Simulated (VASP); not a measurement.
# Rh (P6_3/mmc) in VASP: notebook, part 2 of 2

VASP 6.6.1. The steps go on from the part before.

## 3. Single point, PBE, collinear spin, ferromagnetic start (12.95 Å³/atom)

This run uses another cell than the first one, of 12.95 Å³/atom.

The input, INCAR:

```
ALGO     = Normal         # electronic algorithm
EDIFF    = 1E-6           # SCF threshold, eV
ENCUT    = 520            # plane-wave cutoff, eV
GGA      = PE             # functional
ISIF     = 2              # what is computed and relaxed
ISMEAR   = -1             # smearing method
ISPIN    = 2              # spin polarisation
LASPH    = True           # aspherical terms in the spheres
LCHARG   = True           # write CHGCAR
LELF     = True           # ELF
LMAXMIX  = 4              # l up to which the mixer works
LORBIT   = 11             # projections on sites
LREAL    = False          # projectors in reciprocal space
LVHAR    = True         
LWAVE    = False          # write WAVECAR
MAGMOM   = 1 1 1 1        # initial moments
NBANDS   = 42             # bands
NELM     = 150            # most SCF steps
PREC     = Accurate       # precision mode
SIGMA    = 0.05           # smearing width, eV
```

The input, KPOINTS:

```
k-points
0
Gamma
  18 18 5
```

The input, POSCAR:

```
Rh
1.0
    2.6363035812      0.0000000000      0.0000000000
   -1.3181517906      2.2831058734      0.0000000000
    0.0000000000      0.0000000000      8.6037335829
Rh
4
Direct
    1.0000000000      1.0000000000      0.0000000000
    1.0000000000      1.0000000000      0.5000000000
    0.3333333333      0.6666666667      0.2500000000
    0.6666666667      0.3333333333      0.7500000000
```

Potentials or basis: VASP PAW PBE potentials, release 64 (Rh_pv).

Started as:

```
$ cat potpaw_PBE.64/Rh_pv/POTCAR > POTCAR
$ mpirun -np 1 vasp_std > vasp.out
```

OUTCAR:

```text
EDIFF = 1E-6
   ENCUT = 520
   GGA = PE
   ISIF = 2
   ISMEAR = -1
   ISPIN = 2
   LASPH = True
   LORBIT = 11
   LREAL = False
   NELM = 150
   PREC = Accurate

 ion  position               nearest neighbor table
   1  0.000  0.000  0.000-   3 2.63   4 2.63   3 2.63   4 2.63   4 2.63   3 2.63
   2  0.000  0.000  0.500-   3 2.63   4 2.63   3 2.63   4 2.63   4 2.63   3 2.63
   3  0.333  0.667  0.250-   1 2.63   2 2.63   1 2.63   2 2.63   1 2.63   2 2.63
   4  0.667  0.333  0.750-   1 2.63   2 2.63   1 2.63   2 2.63   1 2.63   2 2.63

  LATTYP: Found a hexagonal cell.
[... 2394 lines left out ...]
     2.636303581  0.000000000  0.000000000     0.379318986  0.218999918  0.000000000
    -1.318151791  2.283105873  0.000000000     0.000000000  0.437999837  0.000000000
     0.000000000  0.000000000  8.603733583     0.000000000  0.000000000  0.116228611

 POSITION                                       TOTAL-FORCE (eV/Angst)
 -----------------------------------------------------------------------------------
      0.00000      0.00000      0.00000         0.000000      0.000000      0.000000
      0.00000      0.00000      4.30187         0.000000      0.000000      0.000000
     -0.00000      1.52207      2.15093         0.000000      0.000000     -0.000000
      1.31815      0.76104      6.45280        -0.000000     -0.000000      0.000000
 -----------------------------------------------------------------------------------
    total drift:                                0.000000     -0.000000      0.000000

  FREE ENERGIE OF THE ION-ELECTRON SYSTEM (eV)
  ---------------------------------------------------
  free  energy   TOTEN  =       -28.6369948614 eV

  energy  without entropy=      -28.5951933607  energy(sigma->0) =      -28.61609411

 total charge

# of ion       s       p       d       tot
------------------------------------------
    1        0.438   6.341   7.126  13.905
    2        0.438   6.341   7.126  13.905
    3        0.438   6.344   7.127  13.909
    4        0.438   6.344   7.127  13.909
--------------------------------------------------
tot          1.753  25.370  28.506  55.629

 magnetization (x)

# of ion       s       p       d       tot
------------------------------------------
    1       -0.000  -0.000   0.000   0.000
    2       -0.000  -0.000   0.000   0.000
    3       -0.000  -0.000   0.000   0.000
    4       -0.000  -0.000   0.000   0.000
--------------------------------------------------
tot         -0.000  -0.000   0.001   0.001
```

OSZICAR:

```text
N       E                     dE             d eps       ncg     rms          rms(c)
DAV:   1     0.784646582023E+03    0.78465E+03   -0.35627E+04 18800   0.168E+03
DAV:   2    -0.377114811044E+01   -0.78842E+03   -0.75935E+03 18838   0.537E+02
DAV:   3    -0.299211973890E+02   -0.26150E+02   -0.25634E+02 21352   0.109E+02
DAV:   4    -0.301569226176E+02   -0.23573E+00   -0.23557E+00 21056   0.104E+01
DAV:   5    -0.301610233652E+02   -0.41007E-02   -0.41005E-02 21384   0.139E+00    0.250E+01
DAV:   6    -0.285057178731E+02    0.16553E+01   -0.43960E+00 20862   0.157E+01    0.941E+00
DAV:   7    -0.286007462163E+02   -0.95028E-01   -0.27359E-01 21368   0.433E+00    0.413E+00
DAV:   8    -0.286641766079E+02   -0.63430E-01   -0.30984E-01 20686   0.601E+00    0.265E+00
DAV:   9    -0.286523922940E+02    0.11784E-01   -0.36832E-01 20444   0.612E+00    0.155E+00
DAV:  10    -0.286367771377E+02    0.15615E-01   -0.66357E-02 20478   0.265E+00    0.163E-01
DAV:  11    -0.286369678973E+02   -0.19076E-03   -0.17242E-03 20678   0.303E-01    0.568E-02
DAV:  12    -0.286369813640E+02   -0.13467E-04   -0.37148E-05 21372   0.434E-02    0.299E-02
DAV:  13    -0.286369955568E+02   -0.14193E-04   -0.12257E-05 19634   0.231E-02    0.787E-03
DAV:  14    -0.286369948614E+02    0.69541E-06   -0.11824E-06 12236   0.954E-03
   1 F= -.28636995E+02 E0= -.28616094E+02  d E =-.418015E-01  mag=     0.0004
```

Wall time 7.3 min (1 thread of Oxide Virtual Turin-like, shared host); peak memory 0.37 GiB.

What came out:

* Free energy: -28.6370 eV
* Pressure: 26.5 GPa
* Band gap on the k mesh: zero (filled and empty bands overlap)
* Net moment: 0.00 μB per cell
* Valence electrons inside the program's atomic spheres: Rh 13.90, 13.91 (each value once)

Stress tensor (GPa, compression positive):
```
26.65  0.00  0.00
 0.00 26.65  0.00
 0.00  0.00 26.27
```

Caveat: the cell stands under pressure.

## 4. Single point, PBE, collinear spin, ferromagnetic start

The input, INCAR:

```
PREC = Accurate
ENCUT = 520
EDIFF = 1E-6
ISMEAR = -1
SIGMA = 0.05
LREAL = F
LASPH = T
NELM = 150
ALGO = Normal
ISIF = 2
LWAVE = F
LCHARG = F
ISPIN = 2
MAGMOM = 1 1 1 1
LORBIT = 11
LMAXMIX = 4
GGA = PE
NBANDS = 42
```

The input, KPOINTS:

```
Automatic mesh
0
Gamma
  18 18 5
```

The input, POSCAR:

```
Rh
1.0
    2.7106044303      0.0000000000      0.0000000000
   -1.3553022151      2.3474522962      0.0000000000
    0.0000000000      0.0000000000      8.8462188244
Rh
4
Direct
    1.0000000000      1.0000000000      0.0000000000
    1.0000000000      1.0000000000      0.5000000000
    0.3333333333      0.6666666667      0.2500000000
    0.6666666667      0.3333333333      0.7500000000
```

Started as:

```
$ cat potpaw_PBE.64/Rh_pv/POTCAR > POTCAR
$ mpirun -np 1 vasp_std > vasp.out
```

It took 6.1 min on 1 thread of Oxide Virtual Turin-like, shared host; peak memory 0.4 GiB.

It converged, with:

```yaml
Free_energy: -28.9826 eV
Pressure: 0.0 GPa
Band_gap_on_the_k_mesh: zero (filled and empty bands overlap)
Net_moment: 0.00 μB per cell
Valence_electrons_inside_the_program's_atomic_spheres: Rh 13.74, 13.75 (each value once)
```

Stress tensor (GPa, compression positive):
```
 0.18  0.00  0.00
 0.00  0.18  0.00
 0.00  0.00 -0.22
```

Levels at points of the mesh, in eV from the Fermi level:
Spin up:
| k point | band 25 | band 26 | band 27 | band 28 | band 29 | band 30 | band 31 | band 32 | band 33 | band 34 |
| --- | --- | --- | --- | --- | --- | --- | --- | --- | --- | --- |
| (0.00, 0.00, 0.00) | -2.65 | -2.54 | -2.54 | -1.40 | -1.40 | -0.84 | -0.84 | -0.35 | -0.35 | 0.39 |
| (0.50, 0.00, 0.00) | -1.51 | 0.50 | 0.52 | 0.56 | 0.62 | 0.78 | 0.79 | 0.82 | 1.25 | 2.27 |
Spin down:
| k point | band 25 | band 26 | band 27 | band 28 | band 29 | band 30 | band 31 | band 32 | band 33 | band 34 |
| --- | --- | --- | --- | --- | --- | --- | --- | --- | --- | --- |
| (0.00, 0.00, 0.00) | -2.65 | -2.54 | -2.54 | -1.40 | -1.40 | -0.84 | -0.84 | -0.35 | -0.35 | 0.39 |
| (0.50, 0.00, 0.00) | -1.51 | 0.50 | 0.52 | 0.56 | 0.62 | 0.78 | 0.79 | 0.82 | 1.25 | 2.27 |

## 5. Summary

```csv
cell,k mesh,gap on the mesh (eV),pressure (GPa),moment (μB)
"a = 2.711, b = 2.711, c = 8.846 Å, angles 90.0, 90.0, 120.0°, 4 atoms",13 × 13 × 4,none,0.0,0.00
"a = 2.636, b = 2.636, c = 8.604 Å, angles 90.0, 90.0, 120.0°, 4 atoms",18 × 18 × 5,none,26.5,0.00
"a = 2.711, b = 2.711, c = 8.846 Å, angles 90.0, 90.0, 120.0°, 4 atoms",18 × 18 × 5,none,0.0,0.00
```

Alike in all rows: task single point; level PBE; potentials or basis VASP PAW PBE potentials, release 64 (Rh_pv); spin collinear, ferromagnetic start; cutoff (eV) 520; smearing fermi-dirac 0.05 eV.

Caveats: the cell stands under pressure (at least some runs).

Total energies depend on the potentials used, so only differences within one code and one set of settings carry meaning.
